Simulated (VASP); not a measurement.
Here is a VASP 6.6.1 calculation.

Contents of INCAR:

```
SYSTEM = SiNi3
PREC     = Accurate       ! precision mode
ENCUT    = 520            ! plane-wave cutoff, eV
EDIFF    = 1E-6           ! SCF threshold, eV
ISMEAR   = 0              ! smearing method
SIGMA    = 0.017          ! smearing width, eV
LREAL    = .False.        ! projectors in reciprocal space
LASPH    = .True.         ! aspherical terms in the spheres
NELM     = 150            ! most SCF steps
ALGO     = Fast           ! electronic algorithm
ISIF     = 2              ! what is computed and relaxed
LWAVE    = .False.        ! write WAVECAR
LCHARG   = .False.        ! write CHGCAR
ISPIN    = 2              ! spin polarisation
MAGMOM   = 1 1 1 0        ! initial moments
LORBIT   = 11             ! projections on sites
LMAXMIX  = 4              ! l up to which the mixer works
GGA      = PE             ! functional
NBANDS   = 29             ! bands
```

File KPOINTS:

```
regular mesh
0
Gamma
  8 8 8
  0 0 0
```

File POSCAR:

```
SiNi3
1.0
    3.5420000000      0.0000000000      0.0000000000
    0.0000000000      3.5420000000      0.0000000000
    0.0000000000      0.0000000000      3.5420000000
Ni Si
3 1
Direct
    0.5000000000      0.5000000000      0.0000000000
    0.5000000000      0.0000000000      0.5000000000
    0.0000000000      0.5000000000      0.5000000000
    0.0000000000      0.0000000000      0.0000000000
```

Potentials or basis: VASP PAW PBE potentials, release 64 (Ni, Si).

Command:

```bash
$ cat potpaw_PBE.64/Ni/POTCAR potpaw_PBE.64/Si/POTCAR > POTCAR
$ mpirun -np 1 vasp_std > vasp.out
```

(1) What does it give for the band gap on the k mesh?

(2) Estimate the net moment.

(3) Estimate the pressure.

Answers

(1) zero (filled and empty bands overlap).

(2) 0.00 μB per cell.

(3) -6.0 GPa.
